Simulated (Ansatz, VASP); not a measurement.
**One calculation of Rh, two programs**

INCAR

```
SYSTEM = Rh
PREC = Accurate
ENCUT = 520
EDIFF = 1E-6
ISMEAR = -1
SIGMA = 0.02
LREAL = .False.
LASPH = .True.
NELM = 60
ALGO = Normal
ISIF = 2
LWAVE = .False.
LCHARG = .True.
GGA = PE
LELF = .True.
LVHAR = .True.
NBANDS = 14
```

KPOINTS

```
regular mesh
0
Gamma
  5 5 5
  0 0 0
```

Contents of POSCAR:

```
Rh
1.0
    0.0000000000      1.8978500000      1.8978500000
    1.8978500000      0.0000000000      1.8978500000
    1.8978500000      1.8978500000      0.0000000000
Rh
1
Direct
    0.0000000000      0.0000000000      0.0000000000
```

File input.yaml:

```yaml
crystal:
  lattice:
    - [0.0, 1.89785, 1.89785]
    - [1.89785, 0.0, 1.89785]
    - [1.89785, 1.89785, 0.0]
  atoms:
    - { symbol: Rh, position: [0.0, 0.0, 0.0] }
kpoints:
  mp_grid: { grid: [5, 5, 5] }
scf:
  occupations: { method: fermi_dirac, width: 0.02 }
hamiltonian:
  xc: pbe
  pseudopotentials: { kind: all_electron, lapw: { basis_error: 0.002 } }
output:
  forces: true
  stress: true
  eigenvalues: true
```

Alike in both runs: task single point; functional PBE; k mesh 5 × 5 × 5; occupations fermi-dirac, width 0.02 eV; no spin polarisation.

```csv
,VASP,Ansatz
version,VASP 6.6.1,Ansatz 0.2.0
potentials or method,"VASP PAW PBE potentials, release 64 (Rh_pv), cutoff 520 eV","all-electron LAPW, scalar-relativistic"
```

|  | VASP | Ansatz | Ansatz less VASP |
| --- | --- | --- | --- |
| gap on the k mesh at the Fermi level (eV) | none | none | - |
| pressure (GPa) | 10.2 | 10.0 | -0.23 |

A gap of «none» marks a metal or a gap that the smearing closes. Ansatz ran all-electron here, and VASP with PAW potentials.

The k mesh is coarse, so the values compare programs but aren't converged. Noted on Ansatz's run: the k mesh is thin for a metal, which can move the energy by tens of meV per atom.
